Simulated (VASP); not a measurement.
# PC2 (P6_3/mmc) in VASP: relaxation of cell and atoms with PBE

Aim: the relaxation of cell and atoms of PC2 with PBE.

Program: VASP 6.6.1. These are calculated values, not measurements. Logs are shortened: lines on timing, memory, paths and dates and some standing lists are left out, and cuts for length are marked.

**1. The cell of the first run**

The structure is hexagonal, space group P6_3/mmc (No. 194). Conventional cell: a = 2.862 Å, b = 2.862 Å, c = 7.004 Å, α = 90.00°, β = 90.00°, γ = 120.00°. Within 2.6 Å of P (site symmetry -3m) lie 6 C at 1.95 Å. Within 2.0 Å of C (site symmetry 3m) lie 1 C at 1.41 Å and 3 P at 1.95 Å.

The cell was built from a structure type or drawn by symmetry, and may not be a known phase.

**2. Relaxation of cell and atoms, PBE**

Contents of INCAR:

```
ALGO     = Normal         # electronic algorithm
EDIFF    = 1E-6           # SCF threshold, eV
EDIFFG   = -0.01          # ionic threshold
ENCUT    = 600            # plane-wave cutoff, eV
GGA      = PE             # functional
IBRION   = 2              # ionic algorithm
ISIF     = 3              # what is computed and relaxed
ISMEAR   = 0              # smearing method
LASPH    = T              # aspherical terms in the spheres
LCHARG   = F              # write CHGCAR
LREAL    = F              # projectors in reciprocal space
LWAVE    = F              # write WAVECAR
NELM     = 100            # most SCF steps
NSW      = 100            # ionic steps
PREC     = Accurate       # precision mode
SIGMA    = 0.1            # smearing width, eV
```

Contents of KPOINTS:

```
k-points
0
Gamma
  18 18 6
```

Contents of POSCAR:

```
PC2
1.0
    2.8617542475      0.0000000000      0.0000000000
   -1.4308771237      2.4783518777      0.0000000000
    0.0000000000      0.0000000000      7.0037363477
P C
2 4
Direct
    0.0000000000      0.0000000000      0.0000000000
    0.0000000000      0.0000000000      0.5000000000
    0.3333333333      0.6666666667      0.8510057016
    0.3333333333      0.6666666667      0.6489942984
    0.6666666667      0.3333333333      0.1489942984
    0.6666666667      0.3333333333      0.3510057016
```

Potentials or basis: VASP PAW PBE potentials, release 64 (P, C).

The run is started by

```
$ cat potpaw_PBE.64/P/POTCAR potpaw_PBE.64/C/POTCAR > POTCAR
$ mpirun -np 1 vasp_std > vasp.out
```

OUTCAR:

```text
EDIFF = 1E-6
   EDIFFG = -0.01
   ENCUT = 600
   GGA = PE
   IBRION = 2
   ISIF = 3
   ISMEAR = 0
   LASPH = T
   LREAL = F
   NELM = 100
   NSW = 100
   PREC = Accurate

 ion  position               nearest neighbor table
   1  0.000  0.000  0.000-   3 1.95   5 1.95   3 1.95   5 1.95   5 1.95   3 1.95
   2  0.000  0.000  0.500-   4 1.95   6 1.95   4 1.95   6 1.95   6 1.95   4 1.95
   3  0.333  0.667  0.851-   4 1.41   1 1.95   1 1.95   1 1.95
   4  0.333  0.667  0.649-   3 1.41   2 1.95   2 1.95   2 1.95
   5  0.667  0.333  0.149-   6 1.41   1 1.95   1 1.95   1 1.95
   6  0.667  0.333  0.351-   5 1.41   2 1.95   2 1.95   2 1.95

  LATTYP: Found a hexagonal cell.
 ALAT       =     2.8617542475
 C/A-ratio  =     2.4473577191

  Lattice vectors:

 A1 = (   2.8617542475,   0.0000000000,   0.0000000000)
 A2 = (  -1.4308771237,   2.4783518777,   0.0000000000)
 A3 = (   0.0000000000,   0.0000000000,   7.0037363477)

Analysis of symmetry for initial positions (statically):
=====================================================================
 Subroutine PRICEL returns:
 Original cell was already a primitive cell.

 Routine SETGRP: Setting up the symmetry group for a
 hexagonal supercell.

 Subroutine GETGRP returns: Found 24 space group operations
 (whereof 12 operations were pure point group operations)
 out of a pool of 24 trial point group operations.

The static configuration has the point symmetry D_3d.
 The point group associated with its full space group is D_6h.

Analysis of symmetry for dynamics (positions and initial velocities):
=====================================================================
 Subroutine PRICEL returns:
 Original cell was already a primitive cell.

 Routine SETGRP: Setting up the symmetry group for a
 hexagonal supercell.

 Subroutine GETGRP returns: Found 24 space group operations
 (whereof 12 operations were pure point group operations)
 out of a pool of 24 trial point group operations.

The dynamic configuration has the point symmetry D_3d.
 The point group associated with its full space group is D_6h.

 Subroutine INISYM returns: Found 24 space group operations
 (whereof 12 operations are pure point group operations),
 and found     1 'primitive' translations

----------------------------------------------------------------------------------------

                                     Primitive cell

  volume of cell :      49.6735

  direct lattice vectors                    reciprocal lattice vectors
     2.861754247  0.000000000  0.000000000     0.349436015  0.201746977  0.000000000
    -1.430877124  2.478351878  0.000000000     0.000000000  0.403493955  0.000000000
     0.000000000  0.000000000  7.003736348     0.000000000  0.000000000  0.142780932

  length of vectors
     2.861754247  2.861754247  7.003736348     0.403493955  0.403493955  0.142780932

  position of ions in fractional coordinates (direct lattice)
     0.000000000  0.000000000  0.000000000
     0.000000000  0.000000000  0.500000000
     0.333333333  0.666666667  0.851005702
     0.333333333  0.666666667  0.648994298
     0.666666667  0.333333333  0.148994298
     0.666666667  0.333333333  0.351005702

  ion indices of the primitive-cell ions
   primitive index   ion index
                 1           1
                 2           2
                 3           3
                 4           4
                 5           5
                 6           6

----------------------------------------------------------------------------------------

 KPOINTS: k-points

Automatic generation of k-mesh.
 Grid dimensions read from file:
 generate k-points for:   18   18    6

 Generating k-lattice:

  Cartesian coordinates                     Fractional coordinates (reciprocal lattice)
     0.019413112  0.011208165  0.000000000     0.055555556 -0.000000000  0.000000000
     0.000000000  0.022416331  0.000000000     0.000000000  0.055555556  0.000000000
     0.000000000  0.000000000  0.023796822     0.000000000  0.000000000  0.166666667

  Length of vectors
     0.022416331  0.022416331  0.023796822

  Shift w.r.t. Gamma in fractional coordinates (k-lattice)
     0.000000000  0.000000000  0.000000000

 Subroutine IBZKPT returns following result:
 ===========================================

 Found    148 irreducible k-points:

 Following reciprocal coordinates:
            Coordinates               Weight
  0.000000  0.000000  0.000000      1.000000
  0.055556  0.000000  0.000000      6.000000
  0.111111  0.000000  0.000000      6.000000
  0.166667 -0.000000  0.000000      6.000000
  0.222222 -0.000000  0.000000      6.000000
  0.277778 -0.000000  0.000000      6.000000
[... 16 lines left out ...]
  0.333333  0.111111  0.000000     12.000000
  0.388889  0.111111  0.000000     12.000000
 [... further k-points ...]
   k-points           NKPTS =    148   k-points in BZ     NKDIM =    148   number of bands    NBANDS=     17
   number of dos      NEDOS =    301   number of ions     NIONS =      6
   total plane-waves  NPLWV =  32256
   dimension x,y,z NGX =    24 NGY =   24 NGZ =   56
   dimension x,y,z NGXF=    48 NGYF=   48 NGZF=  112
   ions per type =               2   4
   NGX,Y,Z   is equivalent  to a cutoff of  13.94, 13.94, 13.29 a.u.
   NGXF,Y,Z  is equivalent  to a cutoff of  27.88, 27.88, 26.59 a.u.
 SYSTEM =  unknown system
   PREC   = accura    normal or accurate (medium, high low for compatibility)
   ISTART =      0    job   : 0-new  1-cont  2-samecut
   ICHARG =      2    charge: 1-file 2-atom 10-const
   ISPIN  =      1    spin polarized calculation?
   LNONCOLLINEAR =      F non collinear calculations
   LSORBIT =      F    spin-orbit coupling
   LASPH  =      T    aspherical Exc in radial PAW
   ENCUT  =  600.0 eV  44.10 Ry    6.64 a.u.   5.72  5.72 13.99*2*pi/ulx,y,z
   NELM   =    100;   NELMIN=  2; NELMDL= -5     # of ELM steps
   EDIFF  = 0.1E-05   stopping-criterion for ELM
   LREAL  =      F    real-space projection
   EDIFFG = -.1E-01   stopping-criterion for IOM
   NSW    =    100    number of steps for IOM
   IBRION =      2    ionic relax: 0-MD 1-quasi-New 2-CG
   NFREE  =      1    steps in history (QN), initial steepest desc. (CG)
   ISIF   =      3    stress and relaxation
   ISYM   =      2    0-nonsym 1-usesym 2-fastsym
   POTIM  = 0.5000    time-step for ionic-motion
   TEBEG  =    0.0;   TEEND  =   0.0 temperature during run
   PSTRESS=    0.0 pullay stress
   NELECT =      26.0000    total number of electrons
   NUPDOWN=      -1.0000    fix difference up-down
   EMIN   =  10.00;   EMAX   =-10.00  energy-range for DOS
   EFERMI =   0.00;   METHOD = LEGACY
   ISMEAR =     0;   SIGMA  =   0.10  broadening in eV -4-tet -1-fermi 0-gaus
   EFERMI_NEDOS =   21; number of points for ismear=-14 and -15
   IALGO  =     38    algorithm
   IMIX   =      4    mixing-type and parameters
     AMIX     =   0.40;   BMIX     =  1.00
     AMIX_MAG =   1.60;   BMIX_MAG =  1.00
  volume/ion in A,a.u.               =       8.28        55.87
  Fermi-wavevector in a.u.,A,eV,Ry     =   1.319343  2.493196 23.683183  1.740665
  Thomas-Fermi vector in A             =   2.449248
   LORBIT       =      0    0 simple, 1 ext, 2 COOP (PROOUT), +10 PAW based schemes
   GGA     = PE    functional components
   LHFCALC =     F    Hartree Fock is set to
   AEXX    =    0.0000 exact exchange contribution
   IVDW    =     0    specifies the selected vdW correction
   LEPSILON=     F    determine dielectric tensor
   LRPA    =     F    only Hartree local field effects (RPA)
 conjugate gradient relaxation of ions
 non-spin polarized calculation
 Gauss-broadening in eV      SIGMA  =   0.10
  energy-cutoff  :      600.00
  volume of cell :       49.67
 maximum number of plane-waves:      1678
 NGX is ok and might be reduce to    24
   NGX = 11   NGY = 11   NGZ = 27

--------------------------------------- Ionic step        1  -------------------------------------------

 number of electron      25.9999998 magnetization

 Free energy of the ion-electron system (eV)
  ---------------------------------------------------
  ext. energy  EPLUGINS =         0.00000000
  ---------------------------------------------------
  free energy    TOTEN  =       -43.17083811 eV

  energy without entropy =      -43.16390868  energy(sigma->0) =      -43.16737339

------------------------ aborting loop because EDIFF is reached ----------------------------------------

  FORCE on cell =-STRESS in cart. coord.  units (eV):
  Direction    XX          YY          ZZ          XY          YZ          ZX
  --------------------------------------------------------------------------------------
  -------------------------------------------------------------------------------------
  Total       -0.6597993     -0.6597993      0.7822440     -0.0000000      0.0000000      0.0000000
  in kB      -21.2812598    -21.2812598     25.2306085     -0.0000000      0.0000000      0.0000000
  external PRESSURE =      -5.7773037 kB  Pullay stress =       0.0000000 kB
[... 145 lines left out ...]
  energy  without entropy=      -43.1660733842  energy(sigma->0) =      -43.16965086

--------------------------------------- Ionic step        5  -------------------------------------------

 number of electron      25.9999998 magnetization

 Free energy of the ion-electron system (eV)
  ---------------------------------------------------
  ext. energy  EPLUGINS =         0.00000000
  ---------------------------------------------------
  free energy    TOTEN  =       -43.17477611 eV

  energy without entropy =      -43.16745665  energy(sigma->0) =      -43.17111638

 E-fermi :  10.1604     XC(G=0): -12.3531

 val. band max:       10.1479372375   @ k =   0.2222   0.2222   0.0000
 cond. band min:      10.1733768919   @ k =   0.3333   0.0556   0.5000
 fundamental gap:      0.0254396544
 Fermi energy:        10.1604400041

 k-point     1 :       0.0000    0.0000    0.0000
  band No.  band energies     occupation
      1      -9.4459      2.00000
      2      -7.6850      2.00000
      3      -6.0776      2.00000
      4      -0.4705      2.00000
      5       0.6337      2.00000
      6       6.5683      2.00000
[... 9 lines left out ...]
     16      15.3381      0.00000
     17      15.3382      0.00000
[... 443 lines left out ...]
      1      -5.5049      2.00000
      2      -4.2361      2.00000
      3      -3.2805      2.00000
      4      -1.5271      2.00000
      5      -1.0385      2.00000
      6       0.4870      2.00000
[... 9 lines left out ...]
     16      15.0346      0.00000
     17      16.2116      0.00000

 [... further k-points ...]

------------------------ aborting loop because EDIFF is reached ----------------------------------------

  FORCE on cell =-STRESS in cart. coord.  units (eV):
  Direction    XX          YY          ZZ          XY          YZ          ZX
  --------------------------------------------------------------------------------------
  -------------------------------------------------------------------------------------
  Total       -0.0152184     -0.0152184     -0.0470488     -0.0000000      0.0000000     -0.0000000
  in kB       -0.4934619     -0.4934619     -1.5255736     -0.0000000      0.0000000     -0.0000000
  external PRESSURE =      -0.8374991 kB  Pullay stress =       0.0000000 kB
[... 21 lines left out ...]
  FREE ENERGIE OF THE ION-ELECTRON SYSTEM (eV)
  ---------------------------------------------------
  free  energy   TOTEN  =       -43.1747761128 eV

  energy  without entropy=      -43.1674566476  energy(sigma->0) =      -43.17111638

 reached required accuracy - stopping structural energy minimisation
```

Wall time 4.3 min (1 thread of Intel Xeon Platinum 8488C (Sapphire Rapids), shared host); peak memory 0.25 GiB.

What came out:

```yaml
Free_energy: -43.1748 eV
Relaxed_volume: 8.24 Å³/atom
Relaxed_cell: a = 2.850 Å, b = 2.850 Å, c = 7.026 Å, α = 90.00°, β = 90.00°, γ = 120.00°
Space_group_after_relaxing_to_0.1_Å: P6_3/mmc (No. 194)
Energy_gained_by_relaxing: 0.7 meV/atom
Ionic_steps: 5
Pressure_after_relaxing: -0.1 GPa
Largest_force_after_relaxing: 0.003 eV/Å
Band_gap_on_the_k_mesh: zero (bands 13 and 14 overlap by 3.41 eV)
```

Forces in eV/Å, atoms in the order of the input:
```
P    0.000  0.000  0.000
P    0.000  0.000  0.000
C    0.000  0.000  0.003
C    0.000  0.000 -0.003
C    0.000  0.000 -0.003
C    0.000  0.000  0.003
```

Stress tensor (GPa, compression positive):
```
-0.05  0.00  0.00
 0.00 -0.05  0.00
 0.00  0.00 -0.15
```

The path:
| step | energy change (eV) | largest force (eV/Å) | pressure (GPa) | volume (Å³) |
| --- | --- | --- | --- | --- |
| 1 | 0.0000 | 0.0707 | -0.58 | 49.67 |
| 2 | 0.0020 | 0.4092 | -1.16 | 49.46 |
| 3 | -0.0028 | 0.1424 | -0.85 | 49.58 |
| 4 | -0.0024 | 0.1749 | 0.80 | 49.22 |
| 5 | -0.0039 | 0.0034 | -0.08 | 49.41 |

Final structure:
```cif
data_structure
_symmetry_space_group_name_H-M 'P 1'
_symmetry_Int_Tables_number 1
_cell_length_a 2.8496
_cell_length_b 2.8496
_cell_length_c 7.0262
_cell_angle_alpha 90.000
_cell_angle_beta 90.000
_cell_angle_gamma 120.000
_cell_volume 49.41
loop_
_atom_site_label
_atom_site_type_symbol
_atom_site_fract_x
_atom_site_fract_y
_atom_site_fract_z
_atom_site_occupancy
P1 P 0.00000 0.00000 0.00000 1
P2 P 0.00000 0.00000 0.50000 1
C1 C 0.33333 0.66667 0.85090 1
C2 C 0.33333 0.66667 0.64910 1
C3 C 0.66667 0.33333 0.14910 1
C4 C 0.66667 0.33333 0.35090 1
```

Levels at points of the mesh, in eV from the Fermi level:
```csv
k point,band 11,band 12,band 13,band 14,band 15,band 16
"(0.00, 0.00, 0.00)",0.39,0.39,1.16,1.16,5.17,5.18
"(0.50, 0.00, 0.00)",-3.85,-3.41,-2.56,0.67,2.22,3.46
"(0.00, 0.00, 0.50)",0.68,0.68,0.68,0.68,5.26,5.26
"(0.50, 0.00, 0.50)",-3.33,-3.33,-0.08,-0.08,2.01,2.01
```
